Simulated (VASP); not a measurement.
Here is a VASP 6.6.1 calculation.

The input INCAR:

```
SYSTEM = Ca
  ALGO = Normal
  EDIFF = 1E-6
  ENCUT = 520
  GGA = PS
  ISIF = 2
  ISMEAR = -1
  LASPH = .TRUE.
  LCHARG = .FALSE.
  LREAL = .FALSE.
  LWAVE = .FALSE.
  NBANDS = 11
  NELM = 80
  PREC = Accurate
  SIGMA = 0.05
```

Contents of KPOINTS:

```
k-points
0
G
  8 8 8
  0 0 0
```

File POSCAR:

```
Ca
1.0
   -2.1616634562      2.1616634562      2.1616634562
    2.1616634562     -2.1616634562      2.1616634562
    2.1616634562      2.1616634562     -2.1616634562
Ca
1
Direct
    0.0000000000      0.0000000000      0.0000000000
```

Potentials or basis: VASP PAW PBE potentials, release 64 (Ca_sv).

The run is started by

```sh
$ cat potpaw_PBE.64/Ca_sv/POTCAR > POTCAR
$ mpirun -np 1 vasp_std > vasp.out
```

(1) Predict the band gap on the k mesh.

(2) Estimate the pressure.

Results:

(1) zero (band 5 reaches 2.46 eV, above the bottom of band 6 at 2.09 eV).

(2) 0.0 GPa.

Caveat: the PAW data sets were made with another functional, which shifts forces and pressure a little.
